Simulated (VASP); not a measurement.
# Se (R-3m) in VASP: a series of runs, part 2 of 2

VASP 6.6.1.

## Step 3: Single point, PBE

This run uses another cell than the first one, of 28.21 Å³/atom.

Input file INCAR:

```
  PREC = Accurate
  ENCUT = 520
  EDIFF = 1E-6
  ISMEAR = 0
  SIGMA = 0.1
  LREAL = F
  LASPH = T
  NELM = 80
  ALGO = Normal
  ISIF = 2
  LWAVE = F
  LCHARG = F
  GGA = PE
  NBANDS = 48
```

Input file KPOINTS:

```
regular mesh
0
Gamma
  3 3 3
```

Input file POSCAR:

```
Se
1.0
    3.8753751183      2.2374488678      6.5068152747
   -3.8753751183      2.2374488678      6.5068152747
    0.0000000000     -4.4748977355      6.5068152748
Se
12
Direct
    0.0613525678      0.5519872053      0.0613525678
    0.0613525678      0.0613525678      0.5519872053
    0.5519872053      0.0613525678      0.0613525678
    0.9386474322      0.4480127947      0.9386474322
    0.4480127947      0.9386474322      0.9386474322
    0.9386474322      0.9386474322      0.4480127947
    0.2851527748      0.6090039770      0.2851527748
    0.2851527748      0.2851527748      0.6090039770
    0.6090039770      0.2851527748      0.2851527748
    0.7148472252      0.3909960230      0.7148472252
    0.3909960230      0.7148472252      0.7148472252
    0.7148472252      0.7148472252      0.3909960230
```

Potentials or basis: VASP PAW PBE potentials, release 64 (Se).

Command:

```sh
$ cat potpaw_PBE.64/Se/POTCAR > POTCAR
$ mpirun -np 1 vasp_std > vasp.out
```

OUTCAR:

```text
PREC = Accurate
   ENCUT = 520
   EDIFF = 1E-6
   ISMEAR = 0
   LREAL = F
   LASPH = T
   NELM = 80
   ISIF = 2
   GGA = PE

 ion  position               nearest neighbor table
   1  0.061  0.552  0.061-   4 2.27
   2  0.061  0.061  0.552-   6 2.27
   3  0.552  0.061  0.061-   5 2.27
   4  0.939  0.448  0.939-   1 2.27
   5  0.448  0.939  0.939-   3 2.27
   6  0.939  0.939  0.448-   2 2.27
[... 513 lines left out ...]
  external PRESSURE =       0.9643332 kB  Pullay stress =       0.0000000 kB

 VOLUME and BASIS-vectors are now :
 -----------------------------------------------------------------------------
  energy-cutoff  :      520.00
  volume of cell :      338.52
      direct lattice vectors                 reciprocal lattice vectors
     3.875375118  2.237448868  6.506815275     0.129019768  0.074489598  0.051228338
    -3.875375118  2.237448868  6.506815275    -0.129019768  0.074489598  0.051228338
     0.000000000 -4.474897735  6.506815275     0.000000000 -0.148979196  0.051228338

 POSITION                                       TOTAL-FORCE (eV/Angst)
 -----------------------------------------------------------------------------------
     -1.90139      1.09777      4.39010         0.015137     -0.008739      0.024227
      0.00000     -2.19554      4.39010        -0.000000      0.017478      0.024227
      1.90139      1.09777      4.39010        -0.015137     -0.008739      0.024227
      1.90139     -1.09777     15.13035        -0.015137      0.008739     -0.024227
     -1.90139     -1.09777     15.13035         0.015137      0.008739     -0.024227
      0.00000      2.19554     15.13035        -0.000000     -0.017478     -0.024227
     -1.25504      0.72460      7.67355        -0.002252      0.001300     -0.002177
      0.00000     -1.44920      7.67355        -0.000000     -0.002600     -0.002177
      1.25504      0.72460      7.67355         0.002252      0.001300     -0.002177
      1.25504     -0.72460     11.84690         0.002252     -0.001300      0.002177
     -1.25504     -0.72460     11.84690        -0.002252     -0.001300      0.002177
      0.00000      1.44920     11.84690        -0.000000      0.002600      0.002177
 -----------------------------------------------------------------------------------
    total drift:                                0.000000      0.000000     -0.000000

  FREE ENERGIE OF THE ION-ELECTRON SYSTEM (eV)
  ---------------------------------------------------
  free  energy   TOTEN  =       -39.0061366976 eV

  energy  without entropy=      -38.9801691986  energy(sigma->0) =      -38.99315295
```

OSZICAR:

```text
N       E                     dE             d eps       ncg     rms          rms(c)
DAV:   1     0.425565702129E+03    0.42557E+03   -0.29105E+04   576   0.126E+03
DAV:   2     0.199582071565E+01   -0.42357E+03   -0.41233E+03   744   0.210E+02
DAV:   3    -0.383362110020E+02   -0.40332E+02   -0.39504E+02   704   0.695E+01
DAV:   4    -0.391538005937E+02   -0.81759E+00   -0.80783E+00   672   0.108E+01
DAV:   5    -0.391672510702E+02   -0.13450E-01   -0.13432E-01   696   0.134E+00    0.124E+01
DAV:   6    -0.390373455123E+02    0.12991E+00   -0.17707E-01   672   0.128E+00    0.734E+00
DAV:   7    -0.390062046893E+02    0.31141E-01   -0.19277E-01   664   0.157E+00    0.550E-01
DAV:   8    -0.390063176337E+02   -0.11294E-03   -0.14280E-02   616   0.477E-01    0.210E-01
DAV:   9    -0.390059647646E+02    0.35287E-03   -0.28670E-03   672   0.179E-01    0.696E-02
DAV:  10    -0.390060831642E+02   -0.11840E-03   -0.32559E-04   648   0.676E-02    0.295E-02
DAV:  11    -0.390061228762E+02   -0.39712E-04   -0.44798E-05   632   0.252E-02    0.105E-02
DAV:  12    -0.390061348266E+02   -0.11950E-04   -0.12804E-05   648   0.132E-02    0.383E-03
DAV:  13    -0.390061362972E+02   -0.14706E-05   -0.28990E-06   560   0.554E-03    0.232E-03
DAV:  14    -0.390061366976E+02   -0.40039E-06   -0.19416E-07   336   0.153E-03
   1 F= -.39006137E+02 E0= -.38993153E+02  d E =-.259675E-01
```

stdout:

```text
POSCAR found type information on POSCAR Se
 POSCAR found :  1 types and      12 ions
 scaLAPACK will be used
 LDA part: xc-table for (Slater+PW92), standard interpolation
 POSCAR, INCAR and KPOINTS ok, starting setup
 FFT: planning ... GRIDC
 FFT: planning ... GRID_SOFT
 FFT: planning ... GRID
 WAVECAR not read
 entering main loop
```

Run time: 2.6 min. Hardware: 1 thread of Intel Xeon Platinum 8259CL at 2.50GHz (Skylake/Cascade Lake), shared host; peak memory 0.49 GiB.

Results:

```yaml
Free_energy: -39.0061 eV
Pressure: 0.1 GPa
Largest_force: 0.030 eV/Å
Band_gap_on_the_k_mesh: zero (bands 36 and 37 overlap by 0.08 eV)
```

Forces in eV/Å, atoms in the order of the input:
```
Se   0.015 -0.009  0.024
Se   0.000  0.017  0.024
Se  -0.015 -0.009  0.024
Se  -0.015  0.009 -0.024
Se   0.015  0.009 -0.024
Se   0.000 -0.017 -0.024
Se  -0.002  0.001 -0.002
Se   0.000 -0.003 -0.002
Se   0.002  0.001 -0.002
Se   0.002 -0.001  0.002
Se  -0.002 -0.001  0.002
Se   0.000  0.003  0.002
```

## Step 4: Single point, PBE

This run uses another cell than the first one, of 27.39 Å³/atom.

Input file INCAR:

```
SYSTEM = Se
PREC     = Accurate       ! precision mode
ENCUT    = 520            ! plane-wave cutoff, eV
EDIFF    = 1E-7           ! SCF threshold, eV
ISMEAR   = 0              ! smearing method
SIGMA    = 0.1            ! smearing width, eV
LREAL    = .False.        ! projectors in reciprocal space
LASPH    = .True.         ! aspherical terms in the spheres
NELM     = 60             ! most SCF steps
ALGO     = Normal         ! electronic algorithm
ISIF     = 2              ! what is computed and relaxed
LWAVE    = .False.        ! write WAVECAR
LCHARG   = .False.        ! write CHGCAR
GGA      = PE             ! functional
NBANDS   = 48             ! bands
```

Input file KPOINTS:

```
Automatic mesh
0
Gamma
  6 6 6
  0 0 0
```

Input file POSCAR:

```
Se
1.0
    3.8790653066      2.2395793990      6.3061883789
   -3.8790653066      2.2395793990      6.3061883789
    0.0000000000     -4.4791587979      6.3061883790
Se
12
Direct
    0.0671590494      0.5477331618      0.0671590494
    0.0671590494      0.0671590494      0.5477331618
    0.5477331618      0.0671590494      0.0671590494
    0.9328409506      0.4522668382      0.9328409506
    0.4522668382      0.9328409506      0.9328409506
    0.9328409506      0.9328409506      0.4522668382
    0.2930108840      0.6212074162      0.2930108840
    0.2930108840      0.2930108840      0.6212074162
    0.6212074162      0.2930108840      0.2930108840
    0.7069891160      0.3787925838      0.7069891160
    0.3787925838      0.7069891160      0.7069891160
    0.7069891160      0.7069891160      0.3787925838
```

Potentials or basis: VASP PAW PBE potentials, release 64 (Se).

Command:

```sh
$ cat potpaw_PBE.64/Se/POTCAR > POTCAR
$ mpirun -np 1 vasp_std > vasp.out
```

OUTCAR:

```text
SYSTEM = Se
   PREC = Accurate
   ENCUT = 520
   EDIFF = 1E-7
   ISMEAR = 0
   LREAL = .False.
   LASPH = .True.
   NELM = 60
   ISIF = 2
   GGA = PE

 ion  position               nearest neighbor table
   1  0.067  0.548  0.067-   4 2.30
   2  0.067  0.067  0.548-   6 2.30
   3  0.548  0.067  0.067-   5 2.30
   4  0.933  0.452  0.933-   1 2.30
   5  0.452  0.933  0.933-   3 2.30
   6  0.933  0.933  0.452-   2 2.30
   7  0.293  0.621  0.293-   8 2.55   9 2.55
   8  0.293  0.293  0.621-   7 2.55   9 2.55
   9  0.621  0.293  0.293-   8 2.55   7 2.55
  10  0.707  0.379  0.707-  12 2.55  11 2.55
  11  0.379  0.707  0.707-  12 2.55  10 2.55
  12  0.707  0.707  0.379-  10 2.55  11 2.55

  LATTYP: Found a trigonal (rhomboedric) cell.
 ALAT       =     7.7350420430
 COS(alpha) =     0.4970106137

  Lattice vectors:

 A1 = (   3.8790653066,   2.2395793990,   6.3061883789)
 A2 = (  -3.8790653066,   2.2395793990,   6.3061883789)
 A3 = (   0.0000000000,  -4.4791587979,   6.3061883790)

Analysis of symmetry for initial positions (statically):
=====================================================================
 Subroutine PRICEL returns:
 Original cell was already a primitive cell.

 Routine SETGRP: Setting up the symmetry group for a
 trigonal (rhombohedral) supercell.

 Subroutine GETGRP returns: Found 12 space group operations
 (whereof 12 operations were pure point group operations)
 out of a pool of 12 trial point group operations.

The static configuration has the point symmetry D_3d.

Analysis of symmetry for dynamics (positions and initial velocities):
=====================================================================
 Subroutine PRICEL returns:
 Original cell was already a primitive cell.

 Routine SETGRP: Setting up the symmetry group for a
 trigonal (rhombohedral) supercell.
[... 153 lines left out ...]
   IVDW    =     0    specifies the selected vdW correction
   LEPSILON=     F    determine dielectric tensor
   LRPA    =     F    only Hartree local field effects (RPA)
 non-spin polarized calculation
 Gauss-broadening in eV      SIGMA  =   0.10
  energy-cutoff  :      520.00
  volume of cell :      328.71
 maximum number of plane-waves:      8882
 NGX is ok and might be reduce to    60
   NGX = 29   NGY = 29   NGZ = 29

 number of electron      72.0000000 magnetization

 Free energy of the ion-electron system (eV)
  ---------------------------------------------------
  ext. energy  EPLUGINS =         0.00000000
  ---------------------------------------------------
  free energy    TOTEN  =       -39.16986827 eV

  energy without entropy =      -39.12110010  energy(sigma->0) =      -39.14548419

 E-fermi :   2.4323     XC(G=0):  -8.8726

 val. band max:        2.4248705847   @ k =   0.3333   0.1667   0.0000
 cond. band min:       2.4407512813   @ k =   0.5000   0.5000   0.5000
 fundamental gap:      0.0158806966
 Fermi energy:         2.4323244730

 k-point     1 :       0.0000    0.0000    0.0000
  band No.  band energies     occupation
      1     -12.9761      2.00000
      2     -12.1059      2.00000
      3     -11.8839      2.00000
      4     -11.8839      2.00000
      5     -11.3828      2.00000
      6      -9.8881      2.00000
[... 1213 lines left out ...]
     47       5.8756      0.00000
     48       6.0487      0.00000

 [... further k-points ...]

------------------------ aborting loop because EDIFF is reached ----------------------------------------

  FORCE on cell =-STRESS in cart. coord.  units (eV):
  Direction    XX          YY          ZZ          XY          YZ          ZX
  --------------------------------------------------------------------------------------
  -------------------------------------------------------------------------------------
  Total        0.0737849      0.0737849      0.2229971      0.0000000      0.0000000      0.0000000
  in kB        0.3596389      0.3596389      1.0869211      0.0000000      0.0000000      0.0000000
  external PRESSURE =       0.6020663 kB  Pullay stress =       0.0000000 kB

 VOLUME and BASIS-vectors are now :
 -----------------------------------------------------------------------------
  energy-cutoff  :      520.00
  volume of cell :      328.71
      direct lattice vectors                 reciprocal lattice vectors
     3.879065307  2.239579399  6.306188379     0.128897031  0.074418735  0.052858131
    -3.879065307  2.239579399  6.306188379    -0.128897031  0.074418735  0.052858131
     0.000000000 -4.479158798  6.306188379     0.000000000 -0.148837471  0.052858131

 POSITION                                       TOTAL-FORCE (eV/Angst)
 -----------------------------------------------------------------------------------
     -1.86418      1.07628      4.30114         0.001157     -0.000668      0.029723
      0.00000     -2.15257      4.30114        -0.000000      0.001336      0.029723
      1.86418      1.07628      4.30114        -0.001157     -0.000668      0.029723
      1.86418     -1.07628     14.61742        -0.001157      0.000668     -0.029723
     -1.86418     -1.07628     14.61742         0.001157      0.000668     -0.029723
      0.00000      2.15257     14.61742        -0.000000     -0.001336     -0.029723
     -1.27310      0.73502      7.61301        -0.006257      0.003612     -0.000787
      0.00000     -1.47004      7.61301        -0.000000     -0.007225     -0.000787
      1.27310      0.73502      7.61301         0.006257      0.003612     -0.000787
      1.27310     -0.73502     11.30555         0.006257     -0.003612      0.000787
     -1.27310     -0.73502     11.30555        -0.006257     -0.003612      0.000787
      0.00000      1.47004     11.30555        -0.000000      0.007225      0.000787
 -----------------------------------------------------------------------------------
    total drift:                                0.000000     -0.000000      0.000000

  FREE ENERGIE OF THE ION-ELECTRON SYSTEM (eV)
  ---------------------------------------------------
  free  energy   TOTEN  =       -39.1698682719 eV

  energy  without entropy=      -39.1211000986  energy(sigma->0) =      -39.14548419
```

OSZICAR:

```text
N       E                     dE             d eps       ncg     rms          rms(c)
DAV:   1     0.419209527106E+03    0.41921E+03   -0.29258E+04  3072   0.126E+03
DAV:   2    -0.107487852597E-01   -0.41922E+03   -0.40811E+03  4048   0.209E+02
DAV:   3    -0.385582637264E+02   -0.38548E+02   -0.37740E+02  3672   0.688E+01
DAV:   4    -0.393517148680E+02   -0.79345E+00   -0.78069E+00  3616   0.107E+01
DAV:   5    -0.393656107207E+02   -0.13896E-01   -0.13876E-01  3664   0.135E+00    0.123E+01
DAV:   6    -0.392005295601E+02    0.16508E+00   -0.43607E-01  3512   0.203E+00    0.734E+00
DAV:   7    -0.391776014824E+02    0.22928E-01   -0.26134E-01  3520   0.206E+00    0.192E+00
DAV:   8    -0.391706344024E+02    0.69671E-02   -0.77459E-02  3416   0.106E+00    0.240E-01
DAV:   9    -0.391697838892E+02    0.85051E-03   -0.87730E-03  3440   0.341E-01    0.131E-01
DAV:  10    -0.391698158104E+02   -0.31921E-04   -0.13719E-03  3472   0.124E-01    0.575E-02
DAV:  11    -0.391698502764E+02   -0.34466E-04   -0.17369E-04  3480   0.468E-02    0.238E-02
DAV:  12    -0.391698673813E+02   -0.17105E-04   -0.56016E-05  3376   0.293E-02    0.579E-03
DAV:  13    -0.391698675527E+02   -0.17145E-06   -0.86986E-06  3464   0.118E-02    0.484E-03
DAV:  14    -0.391698682518E+02   -0.69906E-06   -0.14823E-06  3464   0.412E-03    0.174E-03
DAV:  15    -0.391698681351E+02    0.11670E-06   -0.34055E-07  2816   0.191E-03    0.116E-03
DAV:  16    -0.391698682726E+02   -0.13749E-06   -0.68256E-08  1704   0.904E-04    0.321E-04
DAV:  17    -0.391698682719E+02    0.64711E-09   -0.21398E-08  1616   0.470E-04
   1 F= -.39169868E+02 E0= -.39145484E+02  d E =-.487682E-01
```

Run time: 11 min. Hardware: 1 thread of Intel Xeon Platinum 8259CL at 2.50GHz (Skylake/Cascade Lake), shared host; peak memory 0.69 GiB.

Results:

```
Free energy            : -39.1699 eV
Pressure               : 0.1 GPa
Largest force          : 0.030 eV/Å
Band gap on the k mesh : zero (bands 36 and 37 overlap by 0.40 eV)
```

Forces in eV/Å, atoms in the order of the input:
```
Se   0.001 -0.001  0.030
Se   0.000  0.001  0.030
Se  -0.001 -0.001  0.030
Se  -0.001  0.001 -0.030
Se   0.001  0.001 -0.030
Se   0.000 -0.001 -0.030
Se  -0.006  0.004 -0.001
Se   0.000 -0.007 -0.001
Se   0.006  0.004 -0.001
Se   0.006 -0.004  0.001
Se  -0.006 -0.004  0.001
Se   0.000  0.007  0.001
```

Levels at points of the mesh, in eV from the Fermi level:
| k point | band 33 | band 34 | band 35 | band 36 | band 37 | band 38 | band 39 | band 40 |
| --- | --- | --- | --- | --- | --- | --- | --- | --- |
| (0.00, 0.00, 0.00) | -1.08 | -0.84 | -0.84 | -0.13 | -0.13 | 0.50 | 0.50 | 2.43 |
| (0.50, 0.00, 0.00) | -0.63 | -0.27 | -0.15 | 0.01 | 0.21 | 0.92 | 1.19 | 1.53 |
| (0.50, 0.50, 0.00) | -0.77 | -0.51 | -0.27 | -0.10 | 0.20 | 0.74 | 1.30 | 1.69 |
| (0.50, 0.50, 0.50) | -1.10 | -0.79 | -0.79 | 0.01 | 0.01 | 0.47 | 0.47 | 2.71 |

## Step 5: The runs side by side

```csv
cell,k mesh,gap on the mesh (eV),pressure (GPa),largest force (eV/Å)
"a = 7.927 Å, angles 58.1°, 12 atoms, atomic positions A",3 × 3 × 3,none,3.3,2.18
"a = 7.897 Å, angles 58.8°, 12 atoms, atomic positions B",3 × 3 × 3,none,0.1,0.03
"a = 7.735 Å, angles 60.2°, 12 atoms, atomic positions C",6 × 6 × 6,none,0.1,0.03
```

Alike in all rows: task single point; level PBE; potentials or basis VASP PAW PBE potentials, release 64 (Se); no spin polarisation; cutoff (eV) 520; smearing gaussian 0.1 eV.

Caveats: the cell stands under pressure (at least some runs); forces of over 1 eV/Å act on the atoms, so gaps and moduli don't describe the material at rest (at least some runs).

Total energies depend on the potentials used, so only differences within one code and one set of settings carry meaning.
